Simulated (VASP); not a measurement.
# Au (Im-3m) in VASP: a series of runs

The runs below take Au through single point, relaxation of cell and atoms, with PBE, BLYP+D4.

Everything below comes from runs of VASP 6.6.1. Logs are shortened: lines on timing, memory, paths and dates and some standing lists are left out, and cuts for length are marked.

## Step 1: The cell of the first run

It takes space group Im-3m (No. 229, cubic). Conventional cell: a = 3.315 Å, b = 3.315 Å, c = 3.315 Å, α = 90.00°, β = 90.00°, γ = 90.00°. Au (site symmetry m-3m) has 14 Au at 2.87 to 3.31 Å within 3.8 Å.

## Step 2: Single point, PBE

File INCAR:

```
SYSTEM = Au
  PREC = Accurate
  ENCUT = 520
  EDIFF = 1E-6
  ISMEAR = 0
  SIGMA = 0.028000000000000004
  LREAL = .FALSE.
  LASPH = .TRUE.
  NELM = 100
  ALGO = Normal
  ISIF = 2
  LWAVE = .FALSE.
  LCHARG = .FALSE.
  GGA = PE
  NBANDS = 12
```

File KPOINTS:

```
regular mesh
0
G
  11 11 11
  0 0 0
```

File POSCAR:

```
Au
1.0
   -1.6572690000      1.6572690000      1.6572690000
    1.6572690000     -1.6572690000      1.6572690000
    1.6572690000      1.6572690000     -1.6572690000
Au
1
Direct
    0.0000000000      0.0000000000      0.0000000000
```

Potentials or basis: VASP PAW PBE potentials, release 64 (Au).

Command:

```console
cat potpaw_PBE.64/Au/POTCAR > POTCAR
mpirun -np 1 vasp_std > vasp.out
```

OUTCAR:

```text
SYSTEM = Au
   PREC = Accurate
   ENCUT = 520
   EDIFF = 1E-6
   ISMEAR = 0
   LREAL = .FALSE.
   LASPH = .TRUE.
   NELM = 100
   ISIF = 2
   GGA = PE

 ion  position               nearest neighbor table
   1  0.000  0.000  0.000-

  LATTYP: Found a body centered cubic cell.
 ALAT       =     3.3145380000

  Lattice vectors:

 A1 = (  -1.6572690000,   1.6572690000,   1.6572690000)
 A2 = (   1.6572690000,  -1.6572690000,   1.6572690000)
 A3 = (   1.6572690000,   1.6572690000,  -1.6572690000)

Analysis of symmetry for initial positions (statically):
=====================================================================
 Subroutine PRICEL returns:
 Original cell was already a primitive cell.

 Routine SETGRP: Setting up the symmetry group for a
 body centered cubic supercell.

 Subroutine GETGRP returns: Found 48 space group operations
 (whereof 48 operations were pure point group operations)
 out of a pool of 48 trial point group operations.

The static configuration has the point symmetry O_h .

Analysis of symmetry for dynamics (positions and initial velocities):
=====================================================================
 Subroutine PRICEL returns:
 Original cell was already a primitive cell.

 Routine SETGRP: Setting up the symmetry group for a
 body centered cubic supercell.

 Subroutine GETGRP returns: Found 48 space group operations
 (whereof 48 operations were pure point group operations)
 out of a pool of 48 trial point group operations.

The dynamic configuration has the point symmetry O_h .

 Subroutine INISYM returns: Found 48 space group operations
 (whereof 48 operations are pure point group operations),
 and found     1 'primitive' translations

----------------------------------------------------------------------------------------

                                     Primitive cell

  volume of cell :      18.2070

  direct lattice vectors                    reciprocal lattice vectors
    -1.657269000  1.657269000  1.657269000     0.000000000  0.301701172  0.301701172
     1.657269000 -1.657269000  1.657269000     0.301701172  0.000000000  0.301701172
     1.657269000  1.657269000 -1.657269000     0.301701172  0.301701172  0.000000000

  length of vectors
     2.870474110  2.870474110  2.870474110     0.426669890  0.426669890  0.426669890

  position of ions in fractional coordinates (direct lattice)
     0.000000000  0.000000000  0.000000000

[... 82 lines left out ...]
   ISYM   =      2    0-nonsym 1-usesym 2-fastsym
   POTIM  = 0.5000    time-step for ionic-motion
   TEBEG  =    0.0;   TEEND  =   0.0 temperature during run
   PSTRESS=    0.0 pullay stress
   NELECT =      11.0000    total number of electrons
   NUPDOWN=      -1.0000    fix difference up-down
   EMIN   =  10.00;   EMAX   =-10.00  energy-range for DOS
   EFERMI =   0.00;   METHOD = LEGACY
   ISMEAR =     0;   SIGMA  =   0.03  broadening in eV -4-tet -1-fermi 0-gaus
   EFERMI_NEDOS =   21; number of points for ismear=-14 and -15
   IALGO  =     38    algorithm
   IMIX   =      4    mixing-type and parameters
     AMIX     =   0.40;   BMIX     =  1.00
     AMIX_MAG =   1.60;   BMIX_MAG =  1.00
  volume/ion in A,a.u.               =      18.21       122.87
  Fermi-wavevector in a.u.,A,eV,Ry     =   1.383968  2.615320 26.060157  1.915367
  Thomas-Fermi vector in A             =   2.508516
   LORBIT       =      0    0 simple, 1 ext, 2 COOP (PROOUT), +10 PAW based schemes
   GGA     = PE    functional components
   LHFCALC =     F    Hartree Fock is set to
   AEXX    =    0.0000 exact exchange contribution
   IVDW    =     0    specifies the selected vdW correction
   LEPSILON=     F    determine dielectric tensor
   LRPA    =     F    only Hartree local field effects (RPA)
 non-spin polarized calculation
 Gauss-broadening in eV      SIGMA  =   0.03
  energy-cutoff  :      520.00
  volume of cell :       18.21
 maximum number of plane-waves:       498
 NGX is ok and might be reduce to    24
   NGX = 11   NGY = 11   NGZ = 11

 number of electron      10.9999998 magnetization

 Free energy of the ion-electron system (eV)
  ---------------------------------------------------
  ext. energy  EPLUGINS =         0.00000000
  ---------------------------------------------------
  free energy    TOTEN  =        -3.19249993 eV

  energy without entropy =       -3.19157222  energy(sigma->0) =       -3.19203607

 E-fermi :   8.3064     XC(G=0): -12.3228

 val. band max:        8.2992434528   @ k =  -0.3636   0.4545   0.0909
 cond. band min:       8.3295600592   @ k =  -0.2727   0.4545   0.0909
 fundamental gap:      0.0303166065
 Fermi energy:         8.3064372149

 k-point     1 :       0.0000    0.0000    0.0000
  band No.  band energies     occupation
      1      -0.7542      2.00000
      2       3.9047      2.00000
      3       3.9047      2.00000
      4       3.9047      2.00000
      5       5.6412      2.00000
      6       5.6412      2.00000
      7      24.9105      0.00000
      8      24.9105      0.00000
      9      24.9105      0.00000
     10      31.5733      0.00000
     11      31.5733      0.00000
     12      31.5733      0.00000
[... 331 lines left out ...]
 k-point    24 :       0.3636    0.1818    0.0909
  band No.  band energies     occupation
      1       2.5995      2.00000
      2       3.0982      2.00000
      3       4.6403      2.00000
      4       5.6893      2.00000
      5       5.8651      2.00000
      6      11.3182      0.00000
      7      11.6427      0.00000
      8      17.1069      0.00000
      9      19.7180      0.00000
     10      30.1275      0.00000
     11      31.7845      0.00000
     12      33.7417      0.00000

 [... further k-points ...]

------------------------ aborting loop because EDIFF is reached ----------------------------------------

  FORCE on cell =-STRESS in cart. coord.  units (eV):
  Direction    XX          YY          ZZ          XY          YZ          ZX
  --------------------------------------------------------------------------------------
  -------------------------------------------------------------------------------------
  Total       -0.1199583     -0.1199583     -0.1199583      0.0000000     -0.0000000      0.0000000
  in kB      -10.5560603    -10.5560603    -10.5560603      0.0000000     -0.0000000      0.0000000
  external PRESSURE =     -10.5560603 kB  Pullay stress =       0.0000000 kB

 VOLUME and BASIS-vectors are now :
 -----------------------------------------------------------------------------
  energy-cutoff  :      520.00
  volume of cell :       18.21
      direct lattice vectors                 reciprocal lattice vectors
    -1.657269000  1.657269000  1.657269000     0.000000000  0.301701172  0.301701172
     1.657269000 -1.657269000  1.657269000     0.301701172  0.000000000  0.301701172
     1.657269000  1.657269000 -1.657269000     0.301701172  0.301701172  0.000000000

 POSITION                                       TOTAL-FORCE (eV/Angst)
 -----------------------------------------------------------------------------------
      0.00000      0.00000      0.00000        -0.000000      0.000000      0.000000
 -----------------------------------------------------------------------------------
    total drift:                               -0.000000      0.000000     -0.000000

  FREE ENERGIE OF THE ION-ELECTRON SYSTEM (eV)
  ---------------------------------------------------
  free  energy   TOTEN  =        -3.1924999257 eV

  energy  without entropy=       -3.1915722219  energy(sigma->0) =       -3.19203607
```

OSZICAR:

```text
N       E                     dE             d eps       ncg     rms          rms(c)
DAV:   1     0.500298633321E+02    0.50030E+02   -0.56139E+03  1392   0.819E+02
DAV:   2    -0.276169688842E+01   -0.52792E+02   -0.49625E+02  1600   0.184E+02
DAV:   3    -0.345874925368E+01   -0.69705E+00   -0.69656E+00  1580   0.206E+01
DAV:   4    -0.346121804452E+01   -0.24688E-02   -0.24687E-02  1536   0.141E+00
DAV:   5    -0.346123732554E+01   -0.19281E-04   -0.19280E-04  1588   0.120E-01    0.745E+00
DAV:   6    -0.320771143630E+01    0.25353E+00   -0.75691E-01  1432   0.679E+00    0.498E+00
DAV:   7    -0.319436931197E+01    0.13342E-01   -0.41754E-02  1568   0.163E+00    0.265E+00
DAV:   8    -0.319250284084E+01    0.18665E-02   -0.88076E-04  1464   0.247E-01    0.208E-01
DAV:   9    -0.319249378673E+01    0.90541E-05   -0.84340E-06  1492   0.224E-02    0.404E-02
DAV:  10    -0.319250009371E+01   -0.63070E-05   -0.40209E-06  1528   0.195E-02    0.489E-03
DAV:  11    -0.319249992568E+01    0.16803E-06   -0.73238E-08   792   0.204E-03
   1 F= -.31924999E+01 E0= -.31920361E+01  d E =-.927704E-03
```

stdout:

```text
POSCAR found type information on POSCAR Au
 POSCAR found :  1 types and       1 ions
 scaLAPACK will be used
 LDA part: xc-table for (Slater+PW92), standard interpolation
 POSCAR, INCAR and KPOINTS ok, starting setup
 FFT: planning ... GRIDC
 FFT: planning ... GRID_SOFT
 FFT: planning ... GRID
 WAVECAR not read
 entering main loop
```

Wall time 7 s (1 thread of Intel Xeon Platinum 8259CL at 2.50GHz (Skylake/Cascade Lake), shared host); peak memory 0.14 GiB.

Results:

| Quantity | Value |
| --- | --- |
| Free energy | -3.1925 eV |
| Pressure | -1.1 GPa |

Levels at points of the mesh, in eV from the Fermi level:
```
           k point  band 2  band 3  band 4  band 5  band 6  band 7  band 8  band 9  band 10  band 11
(0.00, 0.00, 0.00)   -4.40   -4.40   -4.40   -2.67   -2.67   16.60   16.60   16.60    23.27    23.27
```

Caveat: spin-orbit coupling is left out, which moves the levels of the heavy elements.

## Step 3: Relaxation of cell and atoms, BLYP+D4

File INCAR:

```
PREC = Accurate ; ENCUT = 600
EDIFF = 1E-6 ; ISMEAR = -1
SIGMA = 0.05 ; LREAL = F
LASPH = T ; NELM = 100
ALGO = Normal ; ISIF = 3
LWAVE = F ; LCHARG = F
GGA = B5 ; ALDAX = 1.0
AGGAX = 1.0 ; AGGAC = 1.0
ALDAC = 0.0 ; IVDW = 13
VDW_S6 = 1.0 ; VDW_S8 = 2.34076671
VDW_A1 = 0.44488865 ; VDW_A2 = 4.0933009
IBRION = 2 ; NSW = 60
EDIFFG = -0.01
```

File KPOINTS:

```
Automatic mesh
0
Gamma
  11 11 11
```

POSCAR is that of step 2.

Potentials or basis: VASP PAW PBE potentials, release 64 (Au).

Command:

```console
cat potpaw_PBE.64/Au/POTCAR > POTCAR
mpirun -np 1 vasp_std > vasp.out
```

OUTCAR:

```text
PREC = Accurate
   ENCUT = 600
   EDIFF = 1E-6
   ISMEAR = -1
   LREAL = F
   LASPH = T
   NELM = 100
   ISIF = 3
   GGA = B5
   IVDW = 13
   IBRION = 2
   NSW = 60
   EDIFFG = -0.01

 ion  position               nearest neighbor table
   1  0.000  0.000  0.000-

  LATTYP: Found a body centered cubic cell.
 ALAT       =     3.3145380000

  Lattice vectors:

 A1 = (  -1.6572690000,   1.6572690000,   1.6572690000)
 A2 = (   1.6572690000,  -1.6572690000,   1.6572690000)
 A3 = (   1.6572690000,   1.6572690000,  -1.6572690000)

Analysis of symmetry for initial positions (statically):
=====================================================================
 Subroutine PRICEL returns:
 Original cell was already a primitive cell.

 Routine SETGRP: Setting up the symmetry group for a
[... 245 lines left out ...]

 Free energy of the ion-electron system (eV)
  ---------------------------------------------------
  ext. energy  EPLUGINS =         0.00000000
  ---------------------------------------------------
  free energy    TOTEN  =        -2.39469390 eV

  energy without entropy =       -2.38932848  energy(sigma->0) =       -2.39201119

 E-fermi :   8.9654     XC(G=0): -11.7107

 val. band max:        8.9380012512   @ k =  -0.3636   0.3636   0.2727
 cond. band min:       8.9668161066   @ k =  -0.3636   0.4545   0.0909
 fundamental gap:      0.0288148554
 Fermi energy:         8.9654275315

 k-point     1 :       0.0000    0.0000    0.0000
  band No.  band energies     occupation
      1      -0.0834      2.00000
      2       4.4608      2.00000
      3       4.4608      2.00000
      4       4.4608      2.00000
      5       6.2250      2.00000
      6       6.2250      2.00000
      7      25.7779      0.00000
      8      25.7779      0.00000
      9      25.7779      0.00000
[... 265 lines left out ...]
 k-point    24 :       0.3636    0.1818    0.0909
  band No.  band energies     occupation
      1       3.1892      2.00000
      2       3.6828      2.00000
      3       5.2713      2.00000
      4       6.2673      2.00000
      5       6.4459      2.00000
      6      11.8996      0.00000
      7      12.4193      0.00000
      8      17.8841      0.00000
      9      20.5322      0.00000

 [... further k-points ...]

------------------------ aborting loop because EDIFF is reached ----------------------------------------

  DFT-D4 for vdW energy calculation

  Edisp (eV):   -1.22641
[... 24 lines left out ...]
  FREE ENERGIE OF THE ION-ELECTRON SYSTEM (eV)
  ---------------------------------------------------
  free  energy   TOTEN  =        -3.6211088516 eV

  energy  without entropy=       -3.6157434249  energy(sigma->0) =       -3.61842614

 reached required accuracy - stopping structural energy minimisation
```

CONTCAR:

```text
Au
   1.00000000000000
    -1.6550840874686770    1.6550840874686770    1.6550840874686770
     1.6550840874686770   -1.6550840874686770    1.6550840874686770
     1.6550840874686770    1.6550840874686770   -1.6550840874686770
  Au
     1
Direct
     0.0000000000000000    0.0000000000000000    0.0000000000000000

  0.00000000E+00  0.00000000E+00  0.00000000E+00
```

It took 22 s on 1 thread of Intel Xeon Platinum 8259CL at 2.50GHz (Skylake/Cascade Lake), shared host; peak memory 0.15 GiB.

Results:

```
Free energy                            : -3.6211 eV
Relaxed volume                         : 18.14 Å³/atom
Relaxed cell                           : a = 2.867 Å, b = 2.867 Å, c = 2.867 Å, α = 109.47°, β = 109.47°, γ = 109.47°
Space group after relaxing (to 0.05 Å) : Im-3m (No. 229)
Energy gained by relaxing              : 0.1 meV/atom
Ionic steps                            : 3
Pressure after relaxing                : 0.0 GPa
Dispersion energy per atom             : -1.226 eV
```

The path:
```tsv
step	energy change (eV)	largest force (eV/Å)	pressure (GPa)	volume (Å³)
1	0.0000	0.0000	-0.59	18.21
2	0.0001	0.0000	0.72	18.03
3	-0.0001	0.0000	-0.04	18.14
```

Final structure:
```yaml
crystal:
  lattice:
    - [-1.65508, 1.65508, 1.65508]
    - [1.65508, -1.65508, 1.65508]
    - [1.65508, 1.65508, -1.65508]
  atoms:
    - { symbol: Au, position: [0.00000, 0.00000, 0.00000] }
```

Levels at points of the mesh, in eV from the Fermi level:
| k point | band 1 | band 2 | band 3 | band 4 | band 5 | band 6 | band 7 | band 8 | band 9 |
| --- | --- | --- | --- | --- | --- | --- | --- | --- | --- |
| (0.00, 0.00, 0.00) | -9.05 | -4.50 | -4.50 | -4.50 | -2.74 | -2.74 | 16.81 | 16.81 | 16.81 |

Caveat: the PAW data sets were made with another functional, which shifts forces and pressure a little; spin-orbit coupling is left out, which moves the levels of the heavy elements; pairwise dispersion overbinds metals, which lowers pressure and volume.
